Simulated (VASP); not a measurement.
# LiCuSn2 (P-3m1) in VASP: further runs

LiCuSn2 is run at these levels: PBE; tasks: single point.

Program: VASP 6.6.1. These are calculated values, not measurements. Logs are shortened: lines on timing, memory, paths and dates and some standing lists are left out, and cuts for length are marked.

## (1) The cell of the first run

It takes space group P-3m1 (No. 164, trigonal). Conventional cell: a = 4.246 Å, b = 4.246 Å, c = 5.489 Å, α = 90.00°, β = 90.00°, γ = 120.00°. Within 3.6 Å of Li (site symmetry -3m) lie 2 Cu at 2.74 Å and 6 Sn at 2.96 Å. Cu (site symmetry -3m) has 6 Sn at 2.68 Å and 2 Li at 2.74 Å within 3.5 Å. Sn (site symmetry 3m) has 3 Cu at 2.68 Å and 3 Li at 2.96 Å and 3 Sn at 3.28 Å within 3.5 Å.

## (2) Single point, PBE

INCAR reads:

```
PREC = Accurate ; ENCUT = 520
EDIFF = 1E-7 ; ISMEAR = 0
SIGMA = 0.1 ; LREAL = F
LASPH = T ; NELM = 100
ALGO = Fast ; ISIF = 2
LWAVE = F ; LCHARG = T
GGA = PE ; LELF = T
LVHAR = T ; NBANDS = 29
```

KPOINTS reads:

```
Automatic mesh
0
Gamma
  12 12 8
```

POSCAR reads:

```
LiCuSn2
1.0
    4.2457493766      0.0000000000      0.0000000000
   -2.1228746883      3.6769268182      0.0000000000
    0.0000000000      0.0000000000      5.4887119635
Li Cu Sn
1 1 2
Direct
    0.0000000000      0.0000000000      0.5000000000
    0.0000000000      0.0000000000      0.0000000000
    0.3333333333      0.6666666667      0.1984195012
    0.6666666667      0.3333333333      0.8015804988
```

Potentials or basis: VASP PAW PBE potentials, release 64 (Li_sv, Cu, Sn_d).

Started as:

```bash
cat potpaw_PBE.64/Li_sv/POTCAR potpaw_PBE.64/Cu/POTCAR potpaw_PBE.64/Sn_d/POTCAR > POTCAR
mpirun -np 1 vasp_std > vasp.out
```

OUTCAR:

```text
PREC = Accurate
   ENCUT = 520
   EDIFF = 1E-7
   ISMEAR = 0
   LREAL = F
   LASPH = T
   NELM = 100
   ISIF = 2
   GGA = PE

 ion  position               nearest neighbor table
   1  0.000  0.000  0.500-   3 2.96   4 2.96   3 2.96   4 2.96   4 2.96   3 2.96
   2  0.000  0.000  0.000-   3 2.68   4 2.68   3 2.68   4 2.68   4 2.68   3 2.68
   3  0.333  0.667  0.198-   2 2.68   2 2.68   2 2.68   1 2.96   1 2.96   1 2.96   4 3.28   4 3.28
                             4 3.28
   4  0.667  0.333  0.802-   2 2.68   2 2.68   2 2.68   1 2.96   1 2.96   1 2.96   3 3.28   3 3.28
                             3 3.28

  LATTYP: Found a hexagonal cell.
 ALAT       =     4.2457493766
 C/A-ratio  =     1.2927545827

  Lattice vectors:

 A1 = (   4.2457493766,   0.0000000000,   0.0000000000)
 A2 = (  -2.1228746883,   3.6769268182,   0.0000000000)
 A3 = (   0.0000000000,   0.0000000000,   5.4887119635)

Analysis of symmetry for initial positions (statically):
=====================================================================
 Subroutine PRICEL returns:
 Original cell was already a primitive cell.

 Routine SETGRP: Setting up the symmetry group for a
 hexagonal supercell.

 Subroutine GETGRP returns: Found 12 space group operations
 (whereof 12 operations were pure point group operations)
 out of a pool of 24 trial point group operations.

The static configuration has the point symmetry D_3d.

Analysis of symmetry for dynamics (positions and initial velocities):
=====================================================================
 Subroutine PRICEL returns:
 Original cell was already a primitive cell.

 Routine SETGRP: Setting up the symmetry group for a
 hexagonal supercell.

 Subroutine GETGRP returns: Found 12 space group operations
 (whereof 12 operations were pure point group operations)
 out of a pool of 24 trial point group operations.

The dynamic configuration has the point symmetry D_3d.

 Subroutine INISYM returns: Found 12 space group operations
 (whereof 12 operations are pure point group operations),
 and found     1 'primitive' translations

----------------------------------------------------------------------------------------

                                     Primitive cell

  volume of cell :      85.6860

  direct lattice vectors                    reciprocal lattice vectors
     4.245749377  0.000000000  0.000000000     0.235529682  0.135983125  0.000000000
    -2.122874688  3.676926818  0.000000000     0.000000000  0.271966250  0.000000000
     0.000000000  0.000000000  5.488711964     0.000000000  0.000000000  0.182192107

  length of vectors
     4.245749377  4.245749377  5.488711964     0.271966250  0.271966250  0.182192107

  position of ions in fractional coordinates (direct lattice)
     0.000000000  0.000000000  0.500000000
     0.000000000  0.000000000  0.000000000
     0.333333333  0.666666667  0.198419501
     0.666666667  0.333333333  0.801580499

  ion indices of the primitive-cell ions
   primitive index   ion index
                 1           1
                 2           2
                 3           3
                 4           4

----------------------------------------------------------------------------------------

 KPOINTS: Automatic mesh

Automatic generation of k-mesh.
 Grid dimensions read from file:
 generate k-points for:   12   12    8

 Generating k-lattice:

  Cartesian coordinates                     Fractional coordinates (reciprocal lattice)
     0.019627473  0.011331927  0.000000000     0.083333333  0.000000000  0.000000000
     0.000000000  0.022663854  0.000000000     0.000000000  0.083333333  0.000000000
     0.000000000  0.000000000  0.022774013     0.000000000  0.000000000  0.125000000

  Length of vectors
     0.022663854  0.022663854  0.022774013

  Shift w.r.t. Gamma in fractional coordinates (k-lattice)
     0.000000000  0.000000000  0.000000000

 Subroutine IBZKPT returns following result:
 ===========================================

 Found    131 irreducible k-points:

 Following reciprocal coordinates:
            Coordinates               Weight
  0.000000  0.000000  0.000000      1.000000
  0.083333  0.000000  0.000000      6.000000
  0.166667  0.000000  0.000000      6.000000
  0.250000  0.000000  0.000000      6.000000
  0.333333  0.000000  0.000000      6.000000
  0.416667 -0.000000  0.000000      6.000000
[... 16 lines left out ...]
  0.166667  0.000000  0.125000      6.000000
  0.000000  0.166667  0.125000      6.000000
 [... further k-points ...]
   k-points           NKPTS =    131   k-points in BZ     NKDIM =    131   number of bands    NBANDS=     29
   number of dos      NEDOS =    301   number of ions     NIONS =      4
   total plane-waves  NPLWV =  43008
   dimension x,y,z NGX =    32 NGY =   32 NGZ =   42
   dimension x,y,z NGXF=    64 NGYF=   64 NGZF=   84
   ions per type =               1   1   2
   NGX,Y,Z   is equivalent  to a cutoff of  12.53, 12.53, 12.72 a.u.
   NGXF,Y,Z  is equivalent  to a cutoff of  25.06, 25.06, 25.44 a.u.
 SYSTEM =  unknown system
   PREC   = accura    normal or accurate (medium, high low for compatibility)
   ISTART =      0    job   : 0-new  1-cont  2-samecut
   ICHARG =      2    charge: 1-file 2-atom 10-const
   ISPIN  =      1    spin polarized calculation?
   LNONCOLLINEAR =      F non collinear calculations
   LSORBIT =      F    spin-orbit coupling
   LASPH  =      T    aspherical Exc in radial PAW
   ENCUT  =  520.0 eV  38.22 Ry    6.18 a.u.   7.89  7.89 10.21*2*pi/ulx,y,z
   NELM   =    100;   NELMIN=  2; NELMDL= -5     # of ELM steps
   EDIFF  = 0.1E-06   stopping-criterion for ELM
   LREAL  =      F    real-space projection
   EDIFFG = 0.1E-05   stopping-criterion for IOM
   NSW    =      0    number of steps for IOM
   IBRION =     -1    ionic relax: 0-MD 1-quasi-New 2-CG
   NFREE  =      0    steps in history (QN), initial steepest desc. (CG)
   ISIF   =      2    stress and relaxation
   ISYM   =      2    0-nonsym 1-usesym 2-fastsym
   POTIM  = 0.5000    time-step for ionic-motion
   TEBEG  =    0.0;   TEEND  =   0.0 temperature during run
   PSTRESS=    0.0 pullay stress
   NELECT =      42.0000    total number of electrons
   NUPDOWN=      -1.0000    fix difference up-down
   EMIN   =  10.00;   EMAX   =-10.00  energy-range for DOS
   EFERMI =   0.00;   METHOD = LEGACY
   ISMEAR =     0;   SIGMA  =   0.10  broadening in eV -4-tet -1-fermi 0-gaus
   EFERMI_NEDOS =   21; number of points for ismear=-14 and -15
   IALGO  =     68    algorithm
   IMIX   =      4    mixing-type and parameters
     AMIX     =   0.40;   BMIX     =  1.00
     AMIX_MAG =   1.60;   BMIX_MAG =  1.00
  volume/ion in A,a.u.               =      21.42       144.56
  Fermi-wavevector in a.u.,A,eV,Ry     =   1.290787  2.439234 22.669098  1.666132
  Thomas-Fermi vector in A             =   2.422597
   LORBIT       =      0    0 simple, 1 ext, 2 COOP (PROOUT), +10 PAW based schemes
   GGA     = PE    functional components
   LHFCALC =     F    Hartree Fock is set to
   AEXX    =    0.0000 exact exchange contribution
   IVDW    =     0    specifies the selected vdW correction
   LEPSILON=     F    determine dielectric tensor
   LRPA    =     F    only Hartree local field effects (RPA)
 non-spin polarized calculation
 RMM-DIIS sequential band-by-band and
 Gauss-broadening in eV      SIGMA  =   0.10
  energy-cutoff  :      520.00
  volume of cell :       85.69
 maximum number of plane-waves:      2340
   NGX = 15   NGY = 15   NGZ = 21

 number of electron      42.0000018 magnetization

 Free energy of the ion-electron system (eV)
  ---------------------------------------------------
  ext. energy  EPLUGINS =         0.00000000
  ---------------------------------------------------
  free energy    TOTEN  =       -13.85555969 eV

  energy without entropy =      -13.84887048  energy(sigma->0) =      -13.85221508

 E-fermi :   6.0668     XC(G=0):  -9.8800

 val. band max:        6.0536489939   @ k =   0.2500   0.0000   0.5000
 cond. band min:       6.0958451467   @ k =   0.0833   0.0833   0.3750
 fundamental gap:      0.0421961528
 Fermi energy:         6.0667550583

 k-point     1 :       0.0000    0.0000    0.0000
  band No.  band energies     occupation
      1     -40.3041      2.00000
      2     -15.2124      2.00000
      3     -15.2124      2.00000
      4     -15.1759      2.00000
      5     -15.1618      2.00000
      6     -15.1618      2.00000
[... 21 lines left out ...]
     28      13.0731      0.00000
     29      13.3210      0.00000

 k-point     2 :       0.0833    0.0000    0.0000
  band No.  band energies     occupation
      1     -40.3041      2.00000
      2     -15.2126      2.00000
      3     -15.2113      2.00000
      4     -15.1747      2.00000
      5     -15.1625      2.00000
      6     -15.1600      2.00000
[... 21 lines left out ...]
     28      12.9330      0.00000
     29      12.9900      0.00000

 k-point     3 :       0.1667    0.0000    0.0000
  band No.  band energies     occupation
      1     -40.3041      2.00000
      2     -15.2132      2.00000
      3     -15.2078      2.00000
      4     -15.1735      2.00000
      5     -15.1616      2.00000
      6     -15.1549      2.00000
[... 21 lines left out ...]
     28      12.6431      0.00000
     29      12.9109      0.00000

 k-point     4 :       0.2500    0.0000    0.0000
  band No.  band energies     occupation
      1     -40.3041      2.00000
      2     -15.2140      2.00000
      3     -15.2023      2.00000
      4     -15.1761      2.00000
      5     -15.1548      2.00000
      6     -15.1472      2.00000
[... 597 lines left out ...]
     28      12.3028      0.00000
     29      13.0481      0.00000

 k-point    23 :       0.1667    0.0000    0.1250
  band No.  band energies     occupation
      1     -40.3041      2.00000
      2     -15.2123      2.00000
      3     -15.2082      2.00000
      4     -15.1717      2.00000
      5     -15.1635      2.00000
      6     -15.1563      2.00000
[... 21 lines left out ...]
     28      12.5682      0.00000
     29      13.1462      0.00000

 k-point    24 :       0.0000    0.1667    0.1250
  band No.  band energies     occupation
      1     -40.3041      2.00000
      2     -15.2132      2.00000
      3     -15.2072      2.00000
      4     -15.1750      2.00000
      5     -15.1604      2.00000
      6     -15.1552      2.00000
[... 21 lines left out ...]
     28      12.6748      0.00000
     29      13.0165      0.00000

 [... further k-points ...]
[... 5 lines left out ...]
  --------------------------------------------------------------------------------------
  -------------------------------------------------------------------------------------
  Total        0.0327396      0.0327396      0.0060035      0.0000000      0.0000000      0.0000000
  in kB        0.6121730      0.6121730      0.1122545      0.0000000      0.0000000      0.0000000
  external PRESSURE =       0.4455335 kB  Pullay stress =       0.0000000 kB

 VOLUME and BASIS-vectors are now :
 -----------------------------------------------------------------------------
  energy-cutoff  :      520.00
  volume of cell :       85.69
      direct lattice vectors                 reciprocal lattice vectors
     4.245749377  0.000000000  0.000000000     0.235529682  0.135983125  0.000000000
    -2.122874688  3.676926818  0.000000000     0.000000000  0.271966250  0.000000000
     0.000000000  0.000000000  5.488711964     0.000000000  0.000000000  0.182192107

 POSITION                                       TOTAL-FORCE (eV/Angst)
 -----------------------------------------------------------------------------------
      0.00000      0.00000      2.74436         0.000000      0.000000      0.000000
      0.00000      0.00000      0.00000         0.000000      0.000000      0.000000
     -0.00000      2.45128      1.08907        -0.000000      0.000000      0.007561
      2.12287      1.22564      4.39964        -0.000000      0.000000     -0.007561
 -----------------------------------------------------------------------------------
    total drift:                                0.000000      0.000000      0.000000

  FREE ENERGIE OF THE ION-ELECTRON SYSTEM (eV)
  ---------------------------------------------------
  free  energy   TOTEN  =       -13.8555596906 eV

  energy  without entropy=      -13.8488704757  energy(sigma->0) =      -13.85221508
```

Run time: 13 min. Hardware: 1 thread of Intel Xeon Platinum 8488C (Sapphire Rapids), shared host; peak memory 0.42 GiB.

What came out:

- Free energy: -13.8556 eV
- Largest force: 0.008 eV/Å
- Band gap on the k mesh: zero (bands 21 and 22 overlap by 3.18 eV)

Forces on the atoms (eV/Å):
```
Li   0.000  0.000  0.000
Cu   0.000  0.000  0.000
Sn   0.000  0.000  0.008
Sn   0.000  0.000 -0.008
```

Caveat: the cutoff is under 1.25 times the usual one of these potentials, so pressure, stress and relaxed cells hold a basis-set (Pulay) error; spin-orbit coupling is left out, which moves the levels of the heavy elements.

## (3) Single point, PBE

INCAR reads:

```
SYSTEM = LiCuSn2
PREC = Accurate ; ENCUT = 520
EDIFF = 1E-6 ; ISMEAR = -1
SIGMA = 0.15 ; LREAL = .FALSE.
LASPH = .TRUE. ; NELM = 100
ALGO = Fast ; ISIF = 2
LWAVE = .FALSE. ; LCHARG = .FALSE.
GGA = PE ; NBANDS = 29
```

KPOINTS reads:

```
regular mesh
0
G
  12 12 8
  0 0 0
```

POSCAR reads:

```
LiCuSn2
1.0
    4.2394344156      0.0000000000      0.0000000000
   -2.1197172078      3.6714579016      0.0000000000
    0.0000000000      0.0000000000      5.5109718468
Li Cu Sn
1 1 2
Direct
    0.0000000000      0.0000000000      0.5000000000
    0.0000000000      0.0000000000      0.0000000000
    0.3333333333      0.6666666667      0.1993238518
    0.6666666667      0.3333333333      0.8006761482
```

Potentials or basis: VASP PAW PBE potentials, release 64 (Li_sv, Cu, Sn_d).

Started as:

```bash
cat potpaw_PBE.64/Li_sv/POTCAR potpaw_PBE.64/Cu/POTCAR potpaw_PBE.64/Sn_d/POTCAR > POTCAR
mpirun -np 1 vasp_std > vasp.out
```

It took 7 min on 1 thread of Intel Xeon Platinum 8559C (Emerald Rapids), shared host; peak memory 0.42 GiB.

The run converged. Its results:

```yaml
Free_energy: -13.8404 eV
Largest_force: 0.022 eV/Å
Band_gap_on_the_k_mesh: zero (bands 21 and 22 overlap by 3.21 eV)
```

Forces in eV/Å, atoms in the order of the input:
```
Li   0.000  0.000  0.000
Cu   0.000  0.000  0.000
Sn   0.000  0.000  0.022
Sn   0.000  0.000 -0.022
```

Levels at points of the mesh, in eV from the Fermi level:
| k point | band 18 | band 19 | band 20 | band 21 | band 22 | band 23 | band 24 | band 25 |
| --- | --- | --- | --- | --- | --- | --- | --- | --- |
| (0.00, 0.00, 0.00) | -3.32 | -2.09 | 1.52 | 1.52 | 1.93 | 1.93 | 3.18 | 4.45 |
| (0.50, 0.00, 0.00) | -3.31 | -1.89 | -1.77 | -1.50 | -0.75 | 1.48 | 2.67 | 3.89 |
| (0.00, 0.00, 0.50) | -3.33 | 1.06 | 1.71 | 1.74 | 1.74 | 2.23 | 2.23 | 4.16 |
| (0.50, 0.00, 0.50) | -3.32 | -3.00 | -2.75 | -0.93 | 1.37 | 1.67 | 1.95 | 5.74 |

Caveat: the cutoff is under 1.25 times the usual one of these potentials, so pressure, stress and relaxed cells hold a basis-set (Pulay) error; spin-orbit coupling is left out, which moves the levels of the heavy elements.
